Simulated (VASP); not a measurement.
# BeAl (P4/mmm) in VASP: notebook

The runs below take BeAl through relaxation of cell and atoms, single point, with PBE.

Program: VASP 6.6.1. These are calculated values, not measurements. Logs are shortened: lines on timing, memory, paths and dates and some standing lists are left out, and cuts for length are marked.

**1. The cell of the first run**

The structure is tetragonal, space group P4/mmm (No. 123). The conventional cell has a = 2.700 Å, b = 2.700 Å, c = 3.485 Å, α = 90.00°, β = 90.00°, γ = 90.00°. Be (site symmetry 4/mmm) has 8 Al at 2.59 Å and 6 Be at 2.70 to 3.49 Å within 3.5 Å. Within 3.5 Å of Al (site symmetry 4/mmm) lie 8 Be at 2.59 Å and 6 Al at 2.70 to 3.49 Å.

The cell was generated, and may not be a known phase.

**2. Relaxation of cell and atoms, PBE**

INCAR reads:

```
PREC = Accurate ; ENCUT = 600
EDIFF = 1E-6 ; ISMEAR = 0
SIGMA = 0.1 ; LREAL = False
LASPH = True ; NELM = 60
ALGO = Normal ; ISIF = 3
LWAVE = False ; LCHARG = False
GGA = PE ; IBRION = 2
NSW = 90 ; EDIFFG = -0.04
```

KPOINTS reads:

```
Automatic mesh
0
Gamma
  6 6 6
```

POSCAR reads:

```
BeAl
1.0
    2.7003847700      0.0000000000      0.0000000000
    0.0000000000      2.7003847700      0.0000000000
    0.0000000000      0.0000000000      3.4850819000
Be Al
1 1
Direct
    0.5000000000      0.5000000000      0.0000000000
    0.0000000000      0.0000000000      0.5000000000
```

Potentials or basis: VASP PAW PBE potentials, release 64 (Be, Al).

Command:

```sh
$ cat potpaw_PBE.64/Be/POTCAR potpaw_PBE.64/Al/POTCAR > POTCAR
$ mpirun -np 1 vasp_std > vasp.out
```

OUTCAR:

```text
PREC = Accurate
   ENCUT = 600
   EDIFF = 1E-6
   ISMEAR = 0
   LREAL = False
   LASPH = True
   NELM = 60
   ISIF = 3
   GGA = PE
   IBRION = 2
   NSW = 90
   EDIFFG = -0.04

 ion  position               nearest neighbor table
   1  0.500  0.500  0.000-   2 2.59   2 2.59   2 2.59   2 2.59   2 2.59   2 2.59   2 2.59   2 2.59

   2  0.000  0.000  0.500-   1 2.59   1 2.59   1 2.59   1 2.59   1 2.59   1 2.59   1 2.59   1 2.59

  LATTYP: Found a simple tetragonal cell.
 ALAT       =     2.7003847700
 C/A-ratio  =     1.2905871558

  Lattice vectors:

 A1 = (   2.7003847700,   0.0000000000,   0.0000000000)
 A2 = (   0.0000000000,   2.7003847700,   0.0000000000)
 A3 = (   0.0000000000,   0.0000000000,   3.4850819000)

Analysis of symmetry for initial positions (statically):
=====================================================================
 Subroutine PRICEL returns:
 Original cell was already a primitive cell.

 Routine SETGRP: Setting up the symmetry group for a
 simple tetragonal supercell.

 Subroutine GETGRP returns: Found 16 space group operations
 (whereof 16 operations were pure point group operations)
 out of a pool of 16 trial point group operations.

The static configuration has the point symmetry D_4h.

Analysis of symmetry for dynamics (positions and initial velocities):
=====================================================================
 Subroutine PRICEL returns:
 Original cell was already a primitive cell.

 Routine SETGRP: Setting up the symmetry group for a
 simple tetragonal supercell.

 Subroutine GETGRP returns: Found 16 space group operations
 (whereof 16 operations were pure point group operations)
 out of a pool of 16 trial point group operations.

The dynamic configuration has the point symmetry D_4h.

 Subroutine INISYM returns: Found 16 space group operations
 (whereof 16 operations are pure point group operations),
 and found     1 'primitive' translations

----------------------------------------------------------------------------------------

                                     Primitive cell

  volume of cell :      25.4135

  direct lattice vectors                    reciprocal lattice vectors
[... 144 lines left out ...]
  -------------------------------------------------------------------------------------
  Total       -0.5026513     -0.5026513      0.5548681      0.0000000      0.0000000      0.0000000
  in kB      -31.6893329    -31.6893329     34.9813112      0.0000000      0.0000000      0.0000000
  external PRESSURE =      -9.4657849 kB  Pullay stress =       0.0000000 kB

 VOLUME and BASIS-vectors are now :
 -----------------------------------------------------------------------------
  energy-cutoff  :      600.00
  volume of cell :       25.41
      direct lattice vectors                 reciprocal lattice vectors
     2.700384770  0.000000000  0.000000000     0.370317597  0.000000000  0.000000000
     0.000000000  2.700384770  0.000000000     0.000000000  0.370317597  0.000000000
     0.000000000  0.000000000  3.485081900     0.000000000  0.000000000  0.286937303

 POSITION                                       TOTAL-FORCE (eV/Angst)
 -----------------------------------------------------------------------------------
      1.35019      1.35019      0.00000         0.000000      0.000000      0.000000
      0.00000      0.00000      1.74254         0.000000      0.000000      0.000000
 -----------------------------------------------------------------------------------
    total drift:                               -0.000000     -0.000000      0.000000

  FREE ENERGIE OF THE ION-ELECTRON SYSTEM (eV)
  ---------------------------------------------------
  free  energy   TOTEN  =        -7.0472525504 eV

  energy  without entropy=       -7.0436279308  energy(sigma->0) =       -7.04544024

--------------------------------------- Ionic step        2  -------------------------------------------

 number of electron       5.0000000 magnetization

 Free energy of the ion-electron system (eV)
  ---------------------------------------------------
  ext. energy  EPLUGINS =         0.00000000
  ---------------------------------------------------
  free energy    TOTEN  =        -7.05805749 eV

  energy without entropy =       -7.05477386  energy(sigma->0) =       -7.05641567

 E-fermi :   7.2643     XC(G=0): -10.2508

 val. band max:        7.2395355619   @ k =   0.3333   0.3333   0.1667
 cond. band min:       7.3398018037   @ k =   0.3333   0.0000   0.5000
 fundamental gap:      0.1002662419
 Fermi energy:         7.2643217464

 k-point     1 :       0.0000    0.0000    0.0000
  band No.  band energies     occupation
      1      -3.6858      2.00000
      2       5.7503      2.00000
      3       8.8459      0.00000
      4      13.5641      0.00000
      5      13.5641      0.00000
      6      14.7609      0.00000
[... 199 lines left out ...]
 k-point    24 :       0.5000    0.0000    0.3333
  band No.  band energies     occupation
      1       2.0445      2.00000
      2       2.2284      2.00000
      3       6.0006      2.00000
      4       6.2918      2.00000
      5      17.3945      0.00000
      6      18.9266      0.00000

 [... further k-points ...]
[... 5 lines left out ...]
  --------------------------------------------------------------------------------------
  -------------------------------------------------------------------------------------
  Total       -0.0124459     -0.0124459      0.0782619      0.0000000      0.0000000     -0.0000000
  in kB       -0.7934037     -0.7934037      4.9890553      0.0000000      0.0000000     -0.0000000
  external PRESSURE =       1.1340826 kB  Pullay stress =       0.0000000 kB

 VOLUME and BASIS-vectors are now :
 -----------------------------------------------------------------------------
  energy-cutoff  :      600.00
  volume of cell :       25.13
      direct lattice vectors                 reciprocal lattice vectors
     2.667643641  0.000000000  0.000000000     0.374862663 -0.000000000  0.000000000
     0.000000000  2.667643641  0.000000000     0.000000000  0.374862663  0.000000000
    -0.000000000  0.000000000  3.531726780    -0.000000000 -0.000000000  0.283147611

 POSITION                                       TOTAL-FORCE (eV/Angst)
 -----------------------------------------------------------------------------------
      1.33382      1.33382      0.00000        -0.000000      0.000000      0.000000
     -0.00000      0.00000      1.76586         0.000000      0.000000      0.000000
 -----------------------------------------------------------------------------------
    total drift:                                0.000000     -0.000000      0.000000

  FREE ENERGIE OF THE ION-ELECTRON SYSTEM (eV)
  ---------------------------------------------------
  free  energy   TOTEN  =        -7.0580574874 eV

  energy  without entropy=       -7.0547738559  energy(sigma->0) =       -7.05641567

 reached required accuracy - stopping structural energy minimisation
```

OSZICAR:

```text
N       E                     dE             d eps       ncg     rms          rms(c)
DAV:   1     0.565733088022E+00    0.56573E+00   -0.20098E+03   480   0.680E+02
DAV:   2    -0.703947822445E+01   -0.76052E+01   -0.70549E+01   732   0.652E+01
DAV:   3    -0.713052356490E+01   -0.91045E-01   -0.90859E-01   654   0.807E+00
DAV:   4    -0.713073997774E+01   -0.21641E-03   -0.21640E-03   738   0.441E-01
DAV:   5    -0.713074096203E+01   -0.98429E-06   -0.98383E-06   666   0.191E-02    0.173E+00
DAV:   6    -0.706813192230E+01    0.62609E-01   -0.78438E-02   606   0.156E+00    0.944E-01
DAV:   7    -0.704827745102E+01    0.19854E-01   -0.49359E-02   618   0.125E+00    0.211E-01
DAV:   8    -0.704728542455E+01    0.99203E-03   -0.22963E-03   570   0.337E-01    0.294E-02
DAV:   9    -0.704725691271E+01    0.28512E-04   -0.16873E-04   642   0.802E-02    0.218E-02
DAV:  10    -0.704725247161E+01    0.44411E-05   -0.14161E-05   648   0.291E-02    0.484E-03
DAV:  11    -0.704725255040E+01   -0.78792E-07   -0.51836E-07   420   0.517E-03
   1 F= -.70472526E+01 E0= -.70454402E+01  d E =-.704725E+01
       N       E                     dE             d eps       ncg     rms          rms(c)
DAV:   1    -0.705855714340E+01   -0.11305E-01   -0.62661E-02   588   0.207E+00    0.111E-01
DAV:   2    -0.705814183500E+01    0.41531E-03   -0.18489E-03   534   0.317E-01    0.601E-02
DAV:   3    -0.705805785963E+01    0.83975E-04   -0.44001E-04   606   0.110E-01    0.170E-02
DAV:   4    -0.705805730372E+01    0.55591E-06   -0.17769E-05   546   0.384E-02    0.757E-03
DAV:   5    -0.705805748735E+01   -0.18364E-06   -0.22696E-07   342   0.466E-03
   2 F= -.70580575E+01 E0= -.70564157E+01  d E =-.108049E-01
```

CONTCAR:

```text
BeAl
   1.00000000000000
     2.6676436410479618    0.0000000000000000    0.0000000000000000
     0.0000000000000000    2.6676436410479618    0.0000000000000000
    -0.0000000000000000    0.0000000000000000    3.5317267795218803
  Be              Al
     1     1
Direct
     0.5000000000000000    0.5000000000000000    0.0000000000000000
     0.0000000000000000    0.0000000000000000    0.5000000000000000

  0.00000000E+00  0.00000000E+00  0.00000000E+00
  0.00000000E+00  0.00000000E+00  0.00000000E+00
```

Run time: 5 s. Hardware: 1 thread of AMD EPYC 9R45 (Zen 5), shared host; peak memory 0.11 GiB.

What came out:

* Free energy: -7.0581 eV
* Relaxed volume: 12.57 Å³/atom
* Relaxed cell: a = 2.668 Å, b = 2.668 Å, c = 3.532 Å, α = 90.00°, β = 90.00°, γ = 90.00°
* Space group after relaxing (to 0.1 Å): P4/mmm (No. 123)
* Energy gained by relaxing: 5.4 meV/atom
* Ionic steps: 2
* Pressure after relaxing: 0.1 GPa
* Band gap on the k mesh: zero (an odd number of electrons rules out a gap without spin polarisation)

Step by step:
| step | energy change (eV) | largest force (eV/Å) | pressure (GPa) | volume (Å³) |
| --- | --- | --- | --- | --- |
| 1 | 0.0000 | 0.0000 | -0.95 | 25.41 |
| 2 | -0.0108 | 0.0000 | 0.11 | 25.13 |

Final structure:
```
Be Al
1.0
     2.66764    0.00000    0.00000
     0.00000    2.66764    0.00000
     0.00000    0.00000    3.53173
Be Al
1 1
Direct
  0.50000 0.50000 0.00000
  0.00000 0.00000 0.50000
```

Levels at points of the mesh, in eV from the Fermi level:
| k point | band 1 | band 2 | band 3 | band 4 | band 5 |
| --- | --- | --- | --- | --- | --- |
| (0.00, 0.00, 0.00) | -10.95 | -1.51 | 1.58 | 6.30 | 6.30 |
| (0.50, 0.00, 0.00) | -6.50 | -5.87 | 2.36 | 4.49 | 5.33 |
| (0.50, 0.50, 0.00) | -2.65 | -2.65 | -0.11 | 0.21 | 6.21 |
| (0.00, 0.00, 0.50) | -8.96 | -7.40 | 7.82 | 7.82 | 8.94 |
| (0.50, 0.00, 0.50) | -4.54 | -3.98 | -3.11 | -1.96 | 10.60 |
| (0.50, 0.50, 0.50) | -0.14 | -0.14 | 0.22 | 0.43 | 0.43 |

Caveat: the k points lie up to 0.39 Å⁻¹ apart in the final cell, too coarse for converged energies and pressures of a metal.

**3. Single point, PBE**

This run uses another cell than the first one, of 12.62 Å³/atom.

INCAR reads:

```
SYSTEM = BeAl
ALGO     = Normal         ! electronic algorithm
EDIFF    = 1E-6           ! SCF threshold, eV
ENCUT    = 520            ! plane-wave cutoff, eV
GGA      = PE             ! functional
ISIF     = 2              ! what is computed and relaxed
ISMEAR   = 0              ! smearing method
LASPH    = .True.         ! aspherical terms in the spheres
LCHARG   = .False.        ! write CHGCAR
LREAL    = .False.        ! projectors in reciprocal space
LWAVE    = .False.        ! write WAVECAR
NBANDS   = 10             ! bands
NELM     = 60             ! most SCF steps
PREC     = Accurate       ! precision mode
SIGMA    = 0.1            ! smearing width, eV
```

KPOINTS reads:

```
k-points
0
Gamma
  20 20 16
  0 0 0
```

POSCAR reads:

```
BeAl
1.0
    2.6554742549      0.0000000000      0.0000000000
    0.0000000000      2.6554742549      0.0000000000
    0.0000000000      0.0000000000      3.5806533114
Be Al
1 1
Direct
    0.5000000000      0.5000000000      0.0000000000
    0.0000000000      0.0000000000      0.5000000000
```

Potentials or basis: VASP PAW PBE potentials, release 64 (Be, Al).

Command:

```sh
$ cat potpaw_PBE.64/Be/POTCAR potpaw_PBE.64/Al/POTCAR > POTCAR
$ mpirun -np 1 vasp_std > vasp.out
```

OUTCAR:

```text
SYSTEM = BeAl
   EDIFF = 1E-6
   ENCUT = 520
   GGA = PE
   ISIF = 2
   ISMEAR = 0
   LASPH = .True.
   LREAL = .False.
   NELM = 60
   PREC = Accurate

 ion  position               nearest neighbor table
   1  0.500  0.500  0.000-   2 2.59   2 2.59   2 2.59   2 2.59   2 2.59   2 2.59   2 2.59   2 2.59

   2  0.000  0.000  0.500-   1 2.59   1 2.59   1 2.59   1 2.59   1 2.59   1 2.59   1 2.59   1 2.59

  LATTYP: Found a simple tetragonal cell.
 ALAT       =     2.6554742549
 C/A-ratio  =     1.3484044535

  Lattice vectors:

 A1 = (   2.6554742549,   0.0000000000,   0.0000000000)
[... 493 lines left out ...]
      8      20.5213      0.00000
      9      22.3682      0.00000
     10      22.9916      0.00000

 [... further k-points ...]
[... 5 lines left out ...]
  --------------------------------------------------------------------------------------
  -------------------------------------------------------------------------------------
  Total       -0.0009982     -0.0009982      0.0036221      0.0000000      0.0000000      0.0000000
  in kB       -0.0633383     -0.0633383      0.2298403      0.0000000      0.0000000      0.0000000
  external PRESSURE =       0.0343879 kB  Pullay stress =       0.0000000 kB

 VOLUME and BASIS-vectors are now :
 -----------------------------------------------------------------------------
  energy-cutoff  :      520.00
  volume of cell :       25.25
      direct lattice vectors                 reciprocal lattice vectors
     2.655474255  0.000000000  0.000000000     0.376580567  0.000000000  0.000000000
     0.000000000  2.655474255  0.000000000     0.000000000  0.376580567  0.000000000
     0.000000000  0.000000000  3.580653311     0.000000000  0.000000000  0.279278644

 POSITION                                       TOTAL-FORCE (eV/Angst)
 -----------------------------------------------------------------------------------
      1.32774      1.32774      0.00000         0.000000      0.000000      0.000000
      0.00000      0.00000      1.79033         0.000000      0.000000      0.000000
 -----------------------------------------------------------------------------------
    total drift:                               -0.000000      0.000000      0.000000

  FREE ENERGIE OF THE ION-ELECTRON SYSTEM (eV)
  ---------------------------------------------------
  free  energy   TOTEN  =        -7.0081009393 eV

  energy  without entropy=       -7.0045254301  energy(sigma->0) =       -7.00631318
```

OSZICAR:

```text
N       E                     dE             d eps       ncg     rms          rms(c)
DAV:   1    -0.760839297620E+00   -0.76084E+00   -0.17896E+03 11904   0.355E+02
DAV:   2    -0.696375877764E+01   -0.62029E+01   -0.59402E+01 16428   0.542E+01
DAV:   3    -0.708363229113E+01   -0.11987E+00   -0.11930E+00 15366   0.566E+00
DAV:   4    -0.708430807874E+01   -0.67579E-03   -0.67566E-03 14946   0.507E-01
DAV:   5    -0.708431821055E+01   -0.10132E-04   -0.10132E-04 14578   0.545E-02    0.174E+00
DAV:   6    -0.702682686638E+01    0.57491E-01   -0.73544E-02 13948   0.914E-01    0.969E-01
DAV:   7    -0.700939608922E+01    0.17431E-01   -0.33972E-02 15202   0.648E-01    0.242E-01
DAV:   8    -0.700811922730E+01    0.12769E-02   -0.18848E-03 13334   0.207E-01    0.447E-02
DAV:   9    -0.700810212438E+01    0.17103E-04   -0.61321E-05 15072   0.498E-02    0.282E-02
DAV:  10    -0.700810096690E+01    0.11575E-05   -0.37198E-06 13890   0.881E-03    0.935E-03
DAV:  11    -0.700810093931E+01    0.27593E-07   -0.10823E-07  7524   0.207E-03
   1 F= -.70081009E+01 E0= -.70063132E+01  d E =-.357551E-02
```

stdout:

```text
POSCAR found type information on POSCAR BeAl
 POSCAR found :  2 types and       2 ions
 scaLAPACK will be used
 LDA part: xc-table for (Slater+PW92), standard interpolation
 POSCAR, INCAR and KPOINTS ok, starting setup
 FFT: planning ... GRIDC
 FFT: planning ... GRID_SOFT
 FFT: planning ... GRID
 WAVECAR not read
 entering main loop
```

Wall time 44 s (1 thread of AMD EPYC 9R45 (Zen 5), shared host); peak memory 0.22 GiB.

What came out:

| Quantity | Value |
| --- | --- |
| Free energy | -7.0081 eV |
| Pressure | 0.0 GPa |
| Band gap on the k mesh | zero (an odd number of electrons rules out a gap without spin polarisation) |

**4. Relaxation of cell and atoms, PBE**

This run uses another cell than the first one, of 12.61 Å³/atom.

INCAR reads:

```
PREC = Accurate
ENCUT = 600
EDIFF = 1E-6
ISMEAR = 0
SIGMA = 0.1
LREAL = F
LASPH = T
NELM = 80
ALGO = Fast
ISIF = 3
LWAVE = F
LCHARG = F
GGA = PE
IBRION = 2
NSW = 100
EDIFFG = -0.01
```

KPOINTS reads:

```
regular mesh
0
Gamma
  20 20 16
```

POSCAR reads:

```
BeAl
1.0
    2.6690069094      0.0000000000      0.0000000000
    0.0000000000      2.6690069094      0.0000000000
    0.0000000000      0.0000000000      3.5414506755
Be Al
1 1
Direct
    0.5000000000      0.5000000000      0.0000000000
    0.0000000000      0.0000000000      0.5000000000
```

Command:

```sh
$ cat potpaw_PBE.64/Be/POTCAR potpaw_PBE.64/Al/POTCAR > POTCAR
$ mpirun -np 1 vasp_std > vasp.out
```

Run time: 86 s. Hardware: 1 thread of AMD EPYC 9R45 (Zen 5), shared host; peak memory 0.23 GiB.

Results (log left out):

```
Free energy                           : -7.0082 eV
Relaxed volume                        : 12.64 Å³/atom
Relaxed cell                          : a = 2.655 Å, b = 2.655 Å, c = 3.584 Å, α = 90.00°, β = 90.00°, γ = 90.00°
Space group after relaxing (to 0.1 Å) : P4/mmm (No. 123)
Energy gained by relaxing             : 0.8 meV/atom
Ionic steps                           : 4
Pressure after relaxing               : -0.1 GPa
Band gap on the k mesh                : zero (an odd number of electrons rules out a gap without spin polarisation)
```

The path:
```tsv
step	energy change (eV)	largest force (eV/Å)	pressure (GPa)	volume (Å³)
1	0.0000	0.0000	-0.10	25.23
2	-0.0011	0.0000	0.09	25.20
3	-0.0015	0.0000	0.33	25.16
4	-0.0016	0.0000	-0.07	25.27
```

Final structure:
```xyz
2
Lattice="2.6554 0.0000 0.0000 0.0000 2.6554 0.0000 0.0000 0.0000 3.5840" Properties=species:S:1:pos:R:3 pbc="T T T"
Be    1.3277    1.3277    0.0000
Al    2.6554    0.0000    1.7920
```

Levels at points of the mesh, in eV from the Fermi level:
```
           k point  band 1  band 2  band 3  band 4  band 5  band 6
(0.00, 0.00, 0.00)  -11.03   -1.85    1.18    6.41    6.41    7.53
(0.50, 0.00, 0.00)   -6.52   -5.92    2.09    4.17    4.95    6.56
(0.50, 0.50, 0.00)   -2.64   -2.64   -0.11    0.27    6.01    7.65
(0.00, 0.00, 0.50)   -9.13   -7.53    7.86    7.86    8.88   10.55
(0.50, 0.00, 0.50)   -4.65   -4.06   -3.25   -2.06   10.64   12.49
(0.50, 0.50, 0.50)   -0.20   -0.20    0.18    0.33    0.33    2.40
```

**5. The runs side by side**

```tsv
task	cell	k mesh	cutoff (eV)	gap on the mesh (eV)	pressure (GPa)	relaxed volume (Å³/atom)
relaxation of cell and atoms	relaxed from a = 2.700, b = 2.700, c = 3.485 Å, 2 atoms	6 × 6 × 6	600	none	0.1	12.57
single point	a = 2.655, b = 2.655, c = 3.581 Å, 2 atoms	20 × 20 × 16	520	none	0.0	-
relaxation of cell and atoms	relaxed from a = 2.669, b = 2.669, c = 3.541 Å, 2 atoms	20 × 20 × 16	600	none	-0.1	12.64
```

Alike in all rows: level PBE; potentials or basis VASP PAW PBE potentials, release 64 (Be, Al); no spin polarisation; smearing gaussian 0.1 eV.

Caveats: some runs use coarse meshes.

Absolute energies hang on the potentials; compare differences alone.

The gap in the log of VASP goes by the Fermi energy; the results here count the filled bands.